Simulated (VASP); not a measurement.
Set up this calculation in VASP 6.6.1, as the native input.

* Task: single point
* Functional: PBE
* Dispersion: D3(BJ)
* Potentials or basis: VASP PAW PBE potentials, release 64 (Hg)
* Cutoff: 520 eV
* k mesh: 20 × 20 × 20
* Occupations: gaussian, width 0.15 eV
* Spin: no spin polarisation
* Dipole correction: no
* Further INCAR settings: ALGO = Fast; EDIFF = 1e-06; NBANDS = 12

The structure of Hg lies in POSCAR:

```
Hg
1.0
    0.0000000000      2.0895270550      3.1342905826
    2.0895270550      0.0000000000      3.1342905826
    2.0895270550      2.0895270550      0.0000000000
Hg
1
Direct
    0.0000000000      0.0000000000      0.0000000000
```

This cell differs from its parent crystal: ratio of the length along z to the lengths across it x 1.5, volume and fractional coordinates fixed.

One way to write it, as run:

INCAR

```
PREC     = Accurate       # precision mode
ENCUT    = 520            # plane-wave cutoff, eV
EDIFF    = 1E-6           # SCF threshold, eV
ISMEAR   = 0              # smearing method
SIGMA    = 0.15           # smearing width, eV
LREAL    = F              # projectors in reciprocal space
LASPH    = T              # aspherical terms in the spheres
NELM     = 60             # most SCF steps
ALGO     = Fast           # electronic algorithm
ISIF     = 2              # what is computed and relaxed
LWAVE    = F              # write WAVECAR
LCHARG   = F              # write CHGCAR
GGA      = PE             # functional
IVDW     = 12             # dispersion correction
NBANDS   = 12             # bands
```

KPOINTS

```
regular mesh
0
Gamma
  20 20 20
```

Potentials or basis: VASP PAW PBE potentials, release 64 (Hg).

Command:

```console
$ cat potpaw_PBE.64/Hg/POTCAR > POTCAR
$ mpirun -np 1 vasp_std > vasp.out
```

It gave:

```yaml
Pressure: -0.1 GPa
Band_gap_on_the_k_mesh: zero (bands 6 and 7 overlap by 4.02 eV)
Dispersion_energy_per_atom: -0.385 eV
```

Caveat: spin-orbit coupling is left out, which moves the levels of the heavy elements.

Run time: 110 s on 1 thread of Intel Xeon 8259CL, with other jobs on the host, peak memory 0.3 GiB.
